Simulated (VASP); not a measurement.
# Ti (Amm2) in VASP: single point with PBE

Aim: the single point of Ti with PBE.

All numbers are computed with VASP 6.6.1; they aren't measurements. Logs are shortened: lines on timing, memory, paths and dates and some standing lists are left out, and cuts for length are marked.

### Step 1. The cell of the first run

It takes space group Amm2 (No. 38, orthorhombic). Conventional cell: a = 2.826 Å, b = 7.911 Å, c = 4.567 Å, α = 90.00°, β = 90.00°, γ = 90.00°. Within 3.7 Å of Ti (site symmetry mm2) lie 14 Ti at 2.82 to 3.17 Å. Within 3.5 Å of Ti (site symmetry m) lie 11 Ti at 2.64 to 3.17 Å.

### Step 2. Single point, PBE (one atom moved)

INCAR reads:

```
PREC = Accurate
ENCUT = 520
EDIFF = 1E-6
ISMEAR = 0
SIGMA = 0.1
LREAL = F
LASPH = T
NELM = 60
ALGO = Fast
ISIF = 2
LWAVE = F
LCHARG = F
GGA = PE
NBANDS = 25
```

KPOINTS reads:

```
regular mesh
0
Gamma
  9 9 14
```

POSCAR reads:

```
Ti
1.0
    4.5673748306      0.0000000000      0.0000000000
   -2.2836874153      3.9554626319      0.0000000000
    0.0000000000      0.0000000000      2.8262442700
Ti
3
Direct
    0.0492624337      0.0000000000      0.0000000000
    0.3333333333      0.6666666667      0.5000000000
    0.6666666667      0.3333333333      0.5000000000
```

Potentials or basis: VASP PAW PBE potentials, release 64 (Ti_sv).

Run with:

```sh
$ cat potpaw_PBE.64/Ti_sv/POTCAR > POTCAR
$ mpirun -np 1 vasp_std > vasp.out
```

OUTCAR:

```text
PREC = Accurate
   ENCUT = 520
   EDIFF = 1E-6
   ISMEAR = 0
   LREAL = F
   LASPH = T
   NELM = 60
   ISIF = 2
   GGA = PE

 ion  position               nearest neighbor table
   1  0.049  0.000  0.000-   2 2.82   2 2.82   3 2.82   3 2.82
   2  0.333  0.667  0.500-   3 2.64   3 2.64   3 2.64   1 2.82   1 2.82
   3  0.667  0.333  0.500-   2 2.64   2 2.64   2 2.64   1 2.82   1 2.82

  LATTYP: Found a hexagonal cell.
 ALAT       =     4.5673748306
 C/A-ratio  =     0.6187896494

  Lattice vectors:

 A1 = (   4.5673748306,   0.0000000000,   0.0000000000)
 A2 = (  -2.2836874153,   3.9554626319,   0.0000000000)
 A3 = (   0.0000000000,   0.0000000000,   2.8262442700)

Analysis of symmetry for initial positions (statically):
=====================================================================
 Subroutine PRICEL returns:
 Original cell was already a primitive cell.

 Routine SETGRP: Setting up the symmetry group for a
 hexagonal supercell.

 Subroutine GETGRP returns: Found  4 space group operations
 (whereof  4 operations were pure point group operations)
 out of a pool of 24 trial point group operations.

The static configuration has the point symmetry C_2v.

Analysis of symmetry for dynamics (positions and initial velocities):
=====================================================================
 Subroutine PRICEL returns:
 Original cell was already a primitive cell.

 Routine SETGRP: Setting up the symmetry group for a
 hexagonal supercell.

 Subroutine GETGRP returns: Found  4 space group operations
 (whereof  4 operations were pure point group operations)
 out of a pool of 24 trial point group operations.

The dynamic configuration has the point symmetry C_2v.

 Subroutine INISYM returns: Found  4 space group operations
 (whereof  4 operations are pure point group operations),
 and found     1 'primitive' translations

----------------------------------------------------------------------------------------

                                     Primitive cell

  volume of cell :      51.0592

  direct lattice vectors                    reciprocal lattice vectors
     4.567374831  0.000000000  0.000000000     0.218944150  0.126407464  0.000000000
    -2.283687415  3.955462632  0.000000000     0.000000000  0.252814928  0.000000000
     0.000000000  0.000000000  2.826244270     0.000000000  0.000000000  0.353826458

  length of vectors
     4.567374831  4.567374831  2.826244270     0.252814928  0.252814928  0.353826458

  position of ions in fractional coordinates (direct lattice)
     0.049262434  0.000000000  0.000000000
     0.333333333  0.666666667  0.500000000
     0.666666667  0.333333333  0.500000000

  ion indices of the primitive-cell ions
   primitive index   ion index
                 1           1
                 2           2
                 3           3

----------------------------------------------------------------------------------------

 KPOINTS: regular mesh

Automatic generation of k-mesh.
 Grid dimensions read from file:
 generate k-points for:    9    9   14

 Generating k-lattice:

  Cartesian coordinates                     Fractional coordinates (reciprocal lattice)
     0.024327128  0.014045274  0.000000000     0.111111111 -0.000000000  0.000000000
     0.000000000  0.028090548  0.000000000     0.000000000  0.111111111  0.000000000
     0.000000000  0.000000000  0.025273318     0.000000000  0.000000000  0.071428571

  Length of vectors
     0.028090548  0.028090548  0.025273318

  Shift w.r.t. Gamma in fractional coordinates (k-lattice)
     0.000000000  0.000000000  0.000000000

 Subroutine IBZKPT returns following result:
 ===========================================

 Found    200 irreducible k-points:

 Following reciprocal coordinates:
            Coordinates               Weight
  0.000000  0.000000  0.000000      1.000000
  0.111111  0.000000  0.000000      4.000000
  0.000000  0.111111  0.000000      2.000000
  0.222222  0.000000  0.000000      4.000000
  0.000000  0.222222  0.000000      2.000000
  0.333333  0.000000  0.000000      4.000000
[... 16 lines left out ...]
 -0.222222 -0.444444  0.000000      4.000000
  0.444444  0.333333  0.000000      4.000000
 [... further k-points ...]
   k-points           NKPTS =    200   k-points in BZ     NKDIM =    200   number of bands    NBANDS=     25
   number of dos      NEDOS =    301   number of ions     NIONS =      3
   total plane-waves  NPLWV =  31104
   dimension x,y,z NGX =    36 NGY =   36 NGZ =   24
   dimension x,y,z NGXF=    72 NGYF=   72 NGZF=   48
   ions per type =               3
   NGX,Y,Z   is equivalent  to a cutoff of  13.10, 13.10, 14.12 a.u.
   NGXF,Y,Z  is equivalent  to a cutoff of  26.21, 26.21, 28.23 a.u.
 SYSTEM =  unknown system
   PREC   = accura    normal or accurate (medium, high low for compatibility)
   ISTART =      0    job   : 0-new  1-cont  2-samecut
   ICHARG =      2    charge: 1-file 2-atom 10-const
   ISPIN  =      1    spin polarized calculation?
   LNONCOLLINEAR =      F non collinear calculations
   LSORBIT =      F    spin-orbit coupling
   LASPH  =      T    aspherical Exc in radial PAW
   ENCUT  =  520.0 eV  38.22 Ry    6.18 a.u.   8.49  8.49  5.25*2*pi/ulx,y,z
   NELM   =     60;   NELMIN=  2; NELMDL= -5     # of ELM steps
   EDIFF  = 0.1E-05   stopping-criterion for ELM
   LREAL  =      F    real-space projection
   EDIFFG = 0.1E-04   stopping-criterion for IOM
   NSW    =      0    number of steps for IOM
   IBRION =     -1    ionic relax: 0-MD 1-quasi-New 2-CG
   NFREE  =      0    steps in history (QN), initial steepest desc. (CG)
   ISIF   =      2    stress and relaxation
   ISYM   =      2    0-nonsym 1-usesym 2-fastsym
   POTIM  = 0.5000    time-step for ionic-motion
   TEBEG  =    0.0;   TEEND  =   0.0 temperature during run
   PSTRESS=    0.0 pullay stress
   NELECT =      36.0000    total number of electrons
   NUPDOWN=      -1.0000    fix difference up-down
   EMIN   =  10.00;   EMAX   =-10.00  energy-range for DOS
   EFERMI =   0.00;   METHOD = LEGACY
   ISMEAR =     0;   SIGMA  =   0.10  broadening in eV -4-tet -1-fermi 0-gaus
   EFERMI_NEDOS =   21; number of points for ismear=-14 and -15
   IALGO  =     68    algorithm
   IMIX   =      4    mixing-type and parameters
     AMIX     =   0.40;   BMIX     =  1.00
     AMIX_MAG =   1.60;   BMIX_MAG =  1.00
  volume/ion in A,a.u.               =      17.02       114.85
  Fermi-wavevector in a.u.,A,eV,Ry     =   1.457084  2.753489 28.886426  2.123092
  Thomas-Fermi vector in A             =   2.573926
   LORBIT       =      0    0 simple, 1 ext, 2 COOP (PROOUT), +10 PAW based schemes
   GGA     = PE    functional components
   LHFCALC =     F    Hartree Fock is set to
   AEXX    =    0.0000 exact exchange contribution
   IVDW    =     0    specifies the selected vdW correction
   LEPSILON=     F    determine dielectric tensor
   LRPA    =     F    only Hartree local field effects (RPA)
 non-spin polarized calculation
 RMM-DIIS sequential band-by-band and
 Gauss-broadening in eV      SIGMA  =   0.10
  energy-cutoff  :      520.00
  volume of cell :       51.06
 maximum number of plane-waves:      1414
 NGX is ok and might be reduce to    36
   NGX = 17   NGY = 17   NGZ = 11

 number of electron      35.9999992 magnetization

 Free energy of the ion-electron system (eV)
  ---------------------------------------------------
  ext. energy  EPLUGINS =         0.00000000
  ---------------------------------------------------
  free energy    TOTEN  =       -23.44112245 eV

  energy without entropy =      -23.42838804  energy(sigma->0) =      -23.43475525

 E-fermi :   8.4286     XC(G=0): -11.5802

 val. band max:        8.4273306795   @ k =  -0.1111   0.4444   0.0000
 cond. band min:       8.4300184461   @ k =  -0.2222  -0.4444   0.2857
 fundamental gap:      0.0026877666
 Fermi energy:         8.4285985015

 k-point     1 :       0.0000    0.0000    0.0000
  band No.  band energies     occupation
      1     -48.4038      2.00000
      2     -48.1825      2.00000
      3     -48.0252      2.00000
      4     -24.7893      2.00000
      5     -24.7825      2.00000
      6     -24.6070      2.00000
[... 17 lines left out ...]
     24       9.9730      0.00000
     25      10.5994      0.00000

 k-point     2 :       0.1111    0.0000    0.0000
  band No.  band energies     occupation
      1     -48.4014      2.00000
      2     -48.1801      2.00000
      3     -48.0301      2.00000
      4     -24.8291      2.00000
      5     -24.7747      2.00000
      6     -24.6065      2.00000
[... 17 lines left out ...]
     24       9.9976      0.00000
     25      10.6242      0.00000

 k-point     3 :       0.0000    0.1111    0.0000
  band No.  band energies     occupation
      1     -48.4012      2.00000
      2     -48.1803      2.00000
      3     -48.0301      2.00000
      4     -24.8471      2.00000
      5     -24.7191      2.00000
      6     -24.6651      2.00000
[... 17 lines left out ...]
     24      10.2674      0.00000
     25      10.3443      0.00000

 k-point     4 :       0.2222    0.0000    0.0000
  band No.  band energies     occupation
      1     -48.3955      2.00000
      2     -48.1726      2.00000
      3     -48.0440      2.00000
      4     -24.8691      2.00000
      5     -24.7876      2.00000
      6     -24.5568      2.00000
[... 17 lines left out ...]
     24      10.1697      0.00000
     25      10.8920      0.00000
[... 477 lines left out ...]
 k-point    22 :       0.3333    0.2222    0.0000
  band No.  band energies     occupation
      1     -48.3829      2.00000
      2     -48.1350      2.00000
      3     -48.0952      2.00000
      4     -24.8575      2.00000
      5     -24.7530      2.00000
      6     -24.6318      2.00000
[... 17 lines left out ...]
     24      10.3960      0.00000
     25      11.0825      0.00000

 k-point    23 :      -0.2222   -0.4444    0.0000
  band No.  band energies     occupation
      1     -48.3822      2.00000
      2     -48.1366      2.00000
      3     -48.0943      2.00000
      4     -24.8598      2.00000
      5     -24.7383      2.00000
      6     -24.6414      2.00000
[... 17 lines left out ...]
     24      10.3794      0.00000
     25      11.2514      0.00000

 k-point    24 :       0.4444    0.3333    0.0000
  band No.  band energies     occupation
      1     -48.3833      2.00000
      2     -48.1340      2.00000
      3     -48.0959      2.00000
      4     -24.8521      2.00000
      5     -24.7652      2.00000
      6     -24.6304      2.00000
[... 17 lines left out ...]
     24      10.4148      0.00000
     25      10.9666      0.00000

 [... further k-points ...]

------------------------ aborting loop because EDIFF is reached ----------------------------------------

  FORCE on cell =-STRESS in cart. coord.  units (eV):
  Direction    XX          YY          ZZ          XY          YZ          ZX
  --------------------------------------------------------------------------------------
  -------------------------------------------------------------------------------------
  Total        0.9809877      0.5691388      0.1628567      0.0000000      0.0000000      0.0000000
  in kB       30.7822594     17.8589181      5.1102549      0.0000000      0.0000000      0.0000000
  external PRESSURE =      17.9171441 kB  Pullay stress =       0.0000000 kB

 VOLUME and BASIS-vectors are now :
 -----------------------------------------------------------------------------
  energy-cutoff  :      520.00
  volume of cell :       51.06
      direct lattice vectors                 reciprocal lattice vectors
     4.567374831  0.000000000  0.000000000     0.218944150  0.126407464  0.000000000
    -2.283687415  3.955462632  0.000000000     0.000000000  0.252814928  0.000000000
     0.000000000  0.000000000  2.826244270     0.000000000  0.000000000  0.353826458

 POSITION                                       TOTAL-FORCE (eV/Angst)
 -----------------------------------------------------------------------------------
      0.22500      0.00000      0.00000        -0.908341     -0.000000      0.000000
     -0.00000      2.63698      1.41312         0.454171     -0.154870      0.000000
      2.28369      1.31849      1.41312         0.454171      0.154870      0.000000
 -----------------------------------------------------------------------------------
    total drift:                               -0.001543      0.000000     -0.000000

  FREE ENERGIE OF THE ION-ELECTRON SYSTEM (eV)
  ---------------------------------------------------
  free  energy   TOTEN  =       -23.4411224531 eV

  energy  without entropy=      -23.4283880406  energy(sigma->0) =      -23.43475525
```

It took 8 min on 1 thread of Intel Xeon 6975P-C (Granite Rapids), shared host; peak memory 0.31 GiB.

What came out:

* Free energy: -23.4411 eV
* Pressure: 1.8 GPa
* Largest force: 0.908 eV/Å
* Band gap on the k mesh: zero (bands 18 and 19 overlap by 0.30 eV)

Forces in eV/Å, atoms in the order of the input:
```
Ti  -0.908  0.000  0.000
Ti   0.454 -0.155  0.000
Ti   0.454  0.155  0.000
```

Caveat: the cell differs from its parent crystal (one atom moved).
